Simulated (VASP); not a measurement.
# CdSe (P6/mmm) in VASP: further runs

Runs on CdSe. Level: PBE. Tasks: relaxation of cell and atoms, single point.

Everything below comes from runs of VASP 6.6.1. Logs are shortened: lines on timing, memory, paths and dates and some standing lists are left out, and cuts for length are marked.

## (1) The cell of the first run

The structure is hexagonal, space group P6/mmm (No. 191). The conventional cell has a = 3.745 Å, b = 3.745 Å, c = 4.176 Å, α = 90.00°, β = 90.00°, γ = 120.00°. Within 2.8 Å of Cd (site symmetry 6/mmm) lie 2 Se at 2.09 Å. Se (site symmetry 6/mmm) has 2 Cd at 2.09 Å within 2.8 Å.

The cell was generated, and may not be a known phase.

## (2) Relaxation of cell and atoms, PBE

The input, INCAR:

```
PREC = Accurate ; ENCUT = 600
EDIFF = 1E-7 ; ISMEAR = 0
SIGMA = 0.1 ; LREAL = False
LASPH = True ; NELM = 60
ALGO = Normal ; ISIF = 3
LWAVE = False ; LCHARG = False
GGA = PE ; IBRION = 2
NSW = 90 ; EDIFFG = -0.04
```

The input, KPOINTS:

```
Automatic mesh
0
Gamma
  6 6 4
```

The input, POSCAR:

```
CdSe
1.0
    3.7446761500      0.0000000000      0.0000000000
   -1.8723380700      3.2429846700      0.0000000000
    0.0000000000      0.0000000000      4.1757106300
Cd Se
1 1
Direct
    0.0000000000      0.0000000000      0.5000000000
    0.0000000000      0.0000000000      0.0000000000
```

Potentials or basis: VASP PAW PBE potentials, release 64 (Cd, Se).

Command:

```bash
> cat potpaw_PBE.64/Cd/POTCAR potpaw_PBE.64/Se/POTCAR > POTCAR
> mpirun -np 1 vasp_std > vasp.out
```

OUTCAR:

```text
PREC = Accurate
   ENCUT = 600
   EDIFF = 1E-7
   ISMEAR = 0
   LREAL = False
   LASPH = True
   NELM = 60
   ISIF = 3
   GGA = PE
   IBRION = 2
   NSW = 90
   EDIFFG = -0.04

 ion  position               nearest neighbor table
   1  0.000  0.000  0.500-   2 2.09   2 2.09
   2  0.000  0.000  0.000-   1 2.09   1 2.09

  LATTYP: Found a hexagonal cell.
 ALAT       =     3.7446761500
 C/A-ratio  =     1.1151059431

  Lattice vectors:

 A1 = (   3.7446761500,   0.0000000000,   0.0000000000)
 A2 = (  -1.8723380700,   3.2429846700,   0.0000000000)
 A3 = (   0.0000000000,   0.0000000000,   4.1757106300)

Analysis of symmetry for initial positions (statically):
=====================================================================
 Subroutine PRICEL returns:
 Original cell was already a primitive cell.

 Routine SETGRP: Setting up the symmetry group for a
 hexagonal supercell.

 Subroutine GETGRP returns: Found 24 space group operations
 (whereof 24 operations were pure point group operations)
 out of a pool of 24 trial point group operations.

The static configuration has the point symmetry D_6h.

Analysis of symmetry for dynamics (positions and initial velocities):
=====================================================================
 Subroutine PRICEL returns:
 Original cell was already a primitive cell.

 Routine SETGRP: Setting up the symmetry group for a
 hexagonal supercell.

 Subroutine GETGRP returns: Found 24 space group operations
 (whereof 24 operations were pure point group operations)
 out of a pool of 24 trial point group operations.

The dynamic configuration has the point symmetry D_6h.

 Subroutine INISYM returns: Found 24 space group operations
 (whereof 24 operations are pure point group operations),
 and found     1 'primitive' translations

----------------------------------------------------------------------------------------

                                     Primitive cell

  volume of cell :      50.7095

  direct lattice vectors                    reciprocal lattice vectors
     3.744676150  0.000000000  0.000000000     0.267045790  0.154178958  0.000000000
    -1.872338070  3.242984670  0.000000000     0.000000000  0.308357918  0.000000000
     0.000000000  0.000000000  4.175710630     0.000000000  0.000000000  0.239480196

  length of vectors
     3.744676150  3.744676143  4.175710630     0.308357917  0.308357918  0.239480196

  position of ions in fractional coordinates (direct lattice)
     0.000000000  0.000000000  0.500000000
     0.000000000  0.000000000  0.000000000

  ion indices of the primitive-cell ions
   primitive index   ion index
                 1           1
                 2           2

----------------------------------------------------------------------------------------

 KPOINTS: Automatic mesh

Automatic generation of k-mesh.
 Grid dimensions read from file:
 generate k-points for:    6    6    4

 Generating k-lattice:

  Cartesian coordinates                     Fractional coordinates (reciprocal lattice)
     0.044507632  0.025696493  0.000000000     0.166666667  0.000000000  0.000000000
     0.000000000  0.051392986  0.000000000     0.000000000  0.166666667  0.000000000
     0.000000000  0.000000000  0.059870049     0.000000000  0.000000000  0.250000000

  Length of vectors
     0.051392986  0.051392986  0.059870049

  Shift w.r.t. Gamma in fractional coordinates (k-lattice)
     0.000000000  0.000000000  0.000000000

 Subroutine IBZKPT returns following result:
 ===========================================

 Found     21 irreducible k-points:

 Following reciprocal coordinates:
            Coordinates               Weight
  0.000000  0.000000  0.000000      1.000000
  0.166667 -0.000000  0.000000      6.000000
  0.333333 -0.000000  0.000000      6.000000
  0.500000 -0.000000  0.000000      3.000000
  0.166667  0.166667  0.000000      6.000000
  0.333333  0.166667  0.000000     12.000000
[... 13 lines left out ...]
  0.333333  0.166667  0.500000     12.000000
  0.333333  0.333333  0.500000      2.000000
   k-points           NKPTS =     21   k-points in BZ     NKDIM =     21   number of bands    NBANDS=     13
   number of dos      NEDOS =    301   number of ions     NIONS =      2
   total plane-waves  NPLWV =  32400
   dimension x,y,z NGX =    30 NGY =   30 NGZ =   36
   dimension x,y,z NGXF=    60 NGYF=   60 NGZF=   72
   ions per type =               1   1
   NGX,Y,Z   is equivalent  to a cutoff of  13.32, 13.32, 14.33 a.u.
   NGXF,Y,Z  is equivalent  to a cutoff of  26.64, 26.64, 28.67 a.u.
 SYSTEM =  unknown system
   PREC   = accura    normal or accurate (medium, high low for compatibility)
   ISTART =      0    job   : 0-new  1-cont  2-samecut
   ICHARG =      2    charge: 1-file 2-atom 10-const
   ISPIN  =      1    spin polarized calculation?
   LNONCOLLINEAR =      F non collinear calculations
   LSORBIT =      F    spin-orbit coupling
   LASPH  =      T    aspherical Exc in radial PAW
   ENCUT  =  600.0 eV  44.10 Ry    6.64 a.u.   7.48  7.48  8.34*2*pi/ulx,y,z
   NELM   =     60;   NELMIN=  2; NELMDL= -5     # of ELM steps
   EDIFF  = 0.1E-06   stopping-criterion for ELM
   LREAL  =      F    real-space projection
   EDIFFG = -.4E-01   stopping-criterion for IOM
   NSW    =     90    number of steps for IOM
   IBRION =      2    ionic relax: 0-MD 1-quasi-New 2-CG
   NFREE  =      1    steps in history (QN), initial steepest desc. (CG)
   ISIF   =      3    stress and relaxation
   ISYM   =      2    0-nonsym 1-usesym 2-fastsym
   POTIM  = 0.5000    time-step for ionic-motion
   TEBEG  =    0.0;   TEEND  =   0.0 temperature during run
   PSTRESS=    0.0 pullay stress
   NELECT =      18.0000    total number of electrons
   NUPDOWN=      -1.0000    fix difference up-down
   EMIN   =  10.00;   EMAX   =-10.00  energy-range for DOS
   EFERMI =   0.00;   METHOD = LEGACY
   ISMEAR =     0;   SIGMA  =   0.10  broadening in eV -4-tet -1-fermi 0-gaus
   EFERMI_NEDOS =   21; number of points for ismear=-14 and -15
   IALGO  =     38    algorithm
   IMIX   =      4    mixing-type and parameters
     AMIX     =   0.40;   BMIX     =  1.00
     AMIX_MAG =   1.60;   BMIX_MAG =  1.00
  volume/ion in A,a.u.               =      25.35       171.10
  Fermi-wavevector in a.u.,A,eV,Ry     =   1.159140  2.190457 18.280857  1.343605
  Thomas-Fermi vector in A             =   2.295735
   LORBIT       =      0    0 simple, 1 ext, 2 COOP (PROOUT), +10 PAW based schemes
   GGA     = PE    functional components
   LHFCALC =     F    Hartree Fock is set to
   AEXX    =    0.0000 exact exchange contribution
   IVDW    =     0    specifies the selected vdW correction
   LEPSILON=     F    determine dielectric tensor
   LRPA    =     F    only Hartree local field effects (RPA)
 conjugate gradient relaxation of ions
 non-spin polarized calculation
 Gauss-broadening in eV      SIGMA  =   0.10
  energy-cutoff  :      600.00
  volume of cell :       50.71
 maximum number of plane-waves:      1705
 NGX is ok and might be reduce to    30
   NGX = 15   NGY = 15   NGZ = 17

--------------------------------------- Ionic step        1  -------------------------------------------

 number of electron      17.9999997 magnetization

 Free energy of the ion-electron system (eV)
  ---------------------------------------------------
  ext. energy  EPLUGINS =         0.00000000
  ---------------------------------------------------
  free energy    TOTEN  =        -1.20304756 eV

  energy without entropy =       -1.20083088  energy(sigma->0) =       -1.20193922

------------------------ aborting loop because EDIFF is reached ----------------------------------------

  FORCE on cell =-STRESS in cart. coord.  units (eV):
  Direction    XX          YY          ZZ          XY          YZ          ZX
  --------------------------------------------------------------------------------------
  -------------------------------------------------------------------------------------
  Total        1.9318205      1.9318205     31.7817992      0.0000000     -0.0000000      0.0000000
  in kB       61.0362444     61.0362442   1004.1521126      0.0000001     -0.0000000      0.0000000
  external PRESSURE =     375.4082004 kB  Pullay stress =       0.0000000 kB
[... 89 lines left out ...]
  FREE ENERGIE OF THE ION-ELECTRON SYSTEM (eV)
  ---------------------------------------------------
  free  energy   TOTEN  =        -2.4391645935 eV

  energy  without entropy=       -2.4207300493  energy(sigma->0) =       -2.42994732

 E-fermi :   0.4052     XC(G=0):  -8.2847

 val. band max:        0.3748763587   @ k =   0.1667  -0.0000   0.0000
 cond. band min:       0.4568250560   @ k =   0.3333  -0.0000   0.5000
 fundamental gap:      0.0819486972
 Fermi energy:         0.4052357106

 k-point     1 :       0.0000    0.0000    0.0000
  band No.  band energies     occupation
      1     -12.3592      2.00000
      2      -8.1898      2.00000
      3      -8.1898      2.00000
      4      -8.1381      2.00000
      5      -8.1381      2.00000
      6      -7.9695      2.00000
      7      -3.0413      2.00000
      8      -2.0839      2.00000
      9       0.5518      0.03815
     10       0.5518      0.03815
     11       6.7630      0.00000
     12       9.0137      0.00000
     13       9.6398      0.00000
[... 305 lines left out ...]
 k-point    21 :       0.3333    0.3333    0.5000
  band No.  band energies     occupation
      1     -11.3990      2.00000
      2      -8.7606      2.00000
      3      -8.2516      2.00000
      4      -8.2516      2.00000
      5      -8.1285      2.00000
      6      -8.1285      2.00000
      7      -3.1881      2.00000
      8      -1.0073      2.00000
      9      -1.0073      2.00000
     10       2.1597      0.00000
     11       2.1597      0.00000
     12       5.6958      0.00000
     13       7.8167      0.00000

[... ionic steps 4 to 22 ...]

--------------------------------------- Ionic step       23  -------------------------------------------

 number of electron      17.9999990 magnetization

------------------------ aborting loop because EDIFF is reached ----------------------------------------

  FORCE on cell =-STRESS in cart. coord.  units (eV):
  Direction    XX          YY          ZZ          XY          YZ          ZX
  --------------------------------------------------------------------------------------
  -------------------------------------------------------------------------------------
  Total       -0.0414773     -0.0414773     -0.1416268     -0.0000000      0.0000000     -0.0000000
  in kB       -0.8037091     -0.8037091     -2.7443168     -0.0000000      0.0000000     -0.0000000
  external PRESSURE =      -1.4505783 kB  Pullay stress =       0.0000000 kB
[... 57 lines left out ...]
  energy  without entropy=       -3.5641579067  energy(sigma->0) =       -3.56952168

--------------------------------------- Ionic step       25  -------------------------------------------

 number of electron      18.0000000 magnetization

 Free energy of the ion-electron system (eV)
  ---------------------------------------------------
  ext. energy  EPLUGINS =         0.00000000
  ---------------------------------------------------
  free energy    TOTEN  =        -3.57608093 eV

  energy without entropy =       -3.56568653  energy(sigma->0) =       -3.57088373

 E-fermi :  -0.7381     XC(G=0):  -7.3804

 val. band max:       -0.7537153282   @ k =   0.1667   0.1667   0.5000
 cond. band min:      -0.7278449135   @ k =   0.0000   0.0000   0.2500
 fundamental gap:      0.0258704148
 Fermi energy:        -0.7381416960

 k-point     1 :       0.0000    0.0000    0.0000
  band No.  band energies     occupation
      1     -13.2388      2.00000
      2      -9.2702      2.00000
      3      -9.2702      2.00000
      4      -9.2305      2.00000
      5      -9.2305      2.00000
      6      -8.8098      2.00000
      7      -3.7361      2.00000
      8      -2.0980      2.00000
      9      -0.9736      1.99913
     10      -0.9736      1.99913
     11       5.0678      0.00000
     12       7.2550      0.00000
     13       7.2550      0.00000
[... 347 lines left out ...]
  FREE ENERGIE OF THE ION-ELECTRON SYSTEM (eV)
  ---------------------------------------------------
  free  energy   TOTEN  =        -3.5760809304 eV

  energy  without entropy=       -3.5656865299  energy(sigma->0) =       -3.57088373

 reached required accuracy - stopping structural energy minimisation
```

Wall time 2.5 min (1 thread of Intel Xeon 6975P-C (Granite Rapids), shared host); peak memory 0.19 GiB.

What came out:

* Free energy: -3.5761 eV
* Relaxed volume: 40.48 Å³/atom
* Relaxed cell: a = 4.353 Å, b = 4.353 Å, c = 4.934 Å, α = 90.00°, β = 90.00°, γ = 120.00°
* Space group after relaxing (to 0.1 Å): P6/mmm (No. 191)
* Energy gained by relaxing: 1186.5 meV/atom
* Ionic steps: 25
* Pressure after relaxing: 0.0 GPa
* Band gap on the k mesh: zero (bands 9 and 10 overlap by 0.63 eV)

The path:
```csv
step,energy change (eV),largest force (eV/Å),pressure (GPa),volume (Å³)
1,0.0000,0.0000,37.54,50.71
2,-0.6564,0.0000,-7.32,98.13
3,-1.2361,0.0000,-6.08,88.19
4,-1.5475,0.0000,-5.96,82.49
5,-2.3076,0.0000,-1.87,66.15
6,-2.1556,0.0000,6.41,58.57
7,-2.3418,0.0000,-0.24,64.17
8,-2.3432,0.0000,0.44,63.51
9,-2.3434,0.0000,0.16,63.77
10,-2.3443,0.0000,0.13,64.15
11,-2.3470,0.0000,0.02,65.30
12,-2.3528,0.0000,-0.16,67.61
13,-2.3590,0.0000,-0.45,72.35
14,-2.3616,0.0000,-0.85,82.24
15,-2.3620,0.0000,-0.84,82.41
16,-2.3632,0.0000,-0.81,82.91
17,-2.3654,0.0000,-0.73,83.91
18,-2.3682,0.0000,-0.51,85.90
19,-2.3684,0.0000,-0.38,86.80
20,-2.3684,0.0000,-0.43,86.47
21,-2.3690,0.0000,-0.41,86.08
22,-2.3705,0.0000,-0.32,84.94
23,-2.3725,0.0000,-0.15,82.68
24,-2.3718,0.0000,0.29,78.27
25,-2.3730,0.0000,0.01,80.96
```

Final structure:
```cif
data_structure
_symmetry_space_group_name_H-M 'P 1'
_symmetry_Int_Tables_number 1
_cell_length_a 4.3529
_cell_length_b 4.3529
_cell_length_c 4.9341
_cell_angle_alpha 90.000
_cell_angle_beta 90.000
_cell_angle_gamma 120.000
_cell_volume 80.96
loop_
_atom_site_label
_atom_site_type_symbol
_atom_site_fract_x
_atom_site_fract_y
_atom_site_fract_z
_atom_site_occupancy
Cd1 Cd 0.00000 0.00000 0.50000 1
Se1 Se 0.00000 0.00000 0.00000 1
```

Levels at points of the mesh, in eV from the Fermi level:
```
           k point  band 7  band 8  band 9  band 10  band 11  band 12
(0.00, 0.00, 0.00)   -3.00   -1.36   -0.24    -0.24     5.81     7.99
(0.50, 0.00, 0.00)   -2.73   -2.04   -0.62     0.10     3.45     6.09
(0.00, 0.00, 0.50)   -4.75    0.29    0.29     3.96     4.99     5.94
(0.50, 0.00, 0.50)   -3.88   -1.17   -0.03     1.37     4.71     5.30
```

Caveat: the k points lie up to 0.32 Å⁻¹ apart in the final cell, too coarse for converged energies and pressures of a metal; the volume moved by over 15 % at a fixed basis, so the end points are rough; semilocal functionals underestimate gaps, and a narrow one can read as zero.

## (3) Single point, PBE

This run uses another cell than the first one.

The input, INCAR:

```
  ALGO = Normal
  EDIFF = 1E-6
  ENCUT = 520
  GGA = PE
  ISIF = 2
  ISMEAR = 0
  LASPH = True
  LCHARG = False
  LREAL = False
  LWAVE = False
  NBANDS = 16
  NELM = 60
  PREC = Accurate
  SIGMA = 0.01
```

The input, KPOINTS:

```
k-points
0
Gamma
  6 6 8
```

The input, POSCAR:

```
CdSe
1.0
    6.6090351274      0.0000000000      0.0000000000
   -3.3045175637      5.7235923148      0.0000000000
    0.0000000000      0.0000000000      4.8021889994
Cd Se
1 1
Direct
    0.0000000000      0.0000000000      0.5000000000
    0.0000000000      0.0000000000      0.0000000000
```

Potentials or basis: VASP PAW PBE potentials, release 64 (Cd, Se).

Command:

```bash
> cat potpaw_PBE.64/Cd/POTCAR potpaw_PBE.64/Se/POTCAR > POTCAR
> mpirun -np 1 vasp_std > vasp.out
```

It took 37 s on 1 thread of Intel Xeon 6975P-C (Granite Rapids), shared host; peak memory 0.33 GiB.

The run converged. Its results:

* Free energy: -3.6017 eV
* Pressure: 0.1 GPa
* Band gap on the k mesh: 0.21 eV (least direct gap 1.01 eV)

Stress tensor (GPa, compression positive):
```
0.02 0.00 0.00
0.00 0.02 0.00
0.00 0.00 0.38
```

Levels at points of the mesh, in eV from the valence-band top:
```
           k point  band 6  band 7  band 8  band 9  band 10  band 11  band 12  band 13
(0.00, 0.00, 0.00)   -7.74   -2.58   -0.79   -0.79     0.21     4.54     5.93     5.93
(0.50, 0.00, 0.00)   -7.74   -2.57   -0.92   -0.82     0.33     4.58     5.37     5.64
(0.00, 0.00, 0.50)   -8.40   -3.90    0.00    0.00     3.80     3.80     4.99     5.29
(0.50, 0.00, 0.50)   -8.40   -3.88   -0.08   -0.02     3.18     3.66     5.73     6.45
```

Caveat: semilocal functionals underestimate gaps, and a narrow one can read as zero.

## (4) Relaxation of cell and atoms, PBE

This run uses another cell than the first one, of 77.19 Å³/atom.

The input, INCAR:

```
PREC = Accurate
ENCUT = 600
EDIFF = 1E-6
ISMEAR = 0
SIGMA = 0.01
LREAL = F
LASPH = T
NELM = 60
ALGO = Normal
ISIF = 3
LWAVE = F
LCHARG = F
GGA = PE
IBRION = 2
NSW = 100
EDIFFG = -0.01
```

The input, KPOINTS:

```
regular mesh
0
Gamma
  6 6 8
```

The input, POSCAR:

```
CdSe
1.0
    6.0913398676      0.0000000000      0.0000000000
   -3.0456699338      5.2752550684      0.0000000000
    0.0000000000      0.0000000000      4.8043788669
Cd Se
1 1
Direct
    0.0000000000      0.0000000000      0.5000000000
    0.0000000000      0.0000000000      0.0000000000
```

Command:

```bash
> cat potpaw_PBE.64/Cd/POTCAR potpaw_PBE.64/Se/POTCAR > POTCAR
> mpirun -np 1 vasp_std > vasp.out
```

It took 77 s on 1 thread of Intel Xeon 6975P-C (Granite Rapids), shared host; peak memory 0.38 GiB.

It converged, with:

- Free energy: -3.5979 eV
- Relaxed volume: 77.41 Å³/atom
- Relaxed cell: a = 6.093 Å, b = 6.093 Å, c = 4.816 Å, α = 90.00°, β = 90.00°, γ = 120.00°
- Space group after relaxing (to 0.1 Å): P6/mmm (No. 191)
- Energy gained by relaxing: 0.2 meV/atom
- Ionic steps: 5
- Pressure after relaxing: 0.0 GPa
- Band gap on the k mesh: 0.06 eV (least direct gap 0.82 eV)

Step by step:
```tsv
step	energy change (eV)	largest force (eV/Å)	pressure (GPa)	volume (Å³)
1	0.0000	0.0000	0.13	154.38
2	0.0011	0.0000	-0.17	155.73
3	-0.0004	0.0000	0.02	154.82
4	-0.0004	0.0000	0.01	154.84
5	-0.0004	0.0000	0.01	154.83
```

Final structure:
```
Cd Se
1.0
     6.09270    0.00000    0.00000
    -3.04635    5.27644    0.00000
     0.00000    0.00000    4.81619
Cd Se
1 1
Direct
  0.00000 0.00000 0.50000
  0.00000 0.00000 0.00000
```

Levels at points of the mesh, in eV from the valence-band top:
| k point | band 6 | band 7 | band 8 | band 9 | band 10 | band 11 | band 12 | band 13 |
| --- | --- | --- | --- | --- | --- | --- | --- | --- |
| (0.00, 0.00, 0.00) | -7.80 | -2.62 | -0.77 | -0.77 | 0.06 | 4.65 | 6.09 | 6.09 |
| (0.50, 0.00, 0.00) | -7.79 | -2.61 | -1.00 | -0.82 | 0.27 | 4.52 | 5.46 | 5.74 |
| (0.00, 0.00, 0.50) | -8.46 | -3.97 | 0.00 | 0.00 | 3.94 | 3.94 | 4.83 | 5.20 |
| (0.50, 0.00, 0.50) | -8.46 | -3.92 | -0.16 | -0.04 | 2.96 | 3.71 | 5.69 | 6.51 |

Caveat: semilocal functionals underestimate gaps, and a narrow one can read as zero. A k mesh can miss the band edges.

(Part 1 of 2 ends here.)

The gap in the log of VASP goes by the Fermi energy; the results here count the filled bands.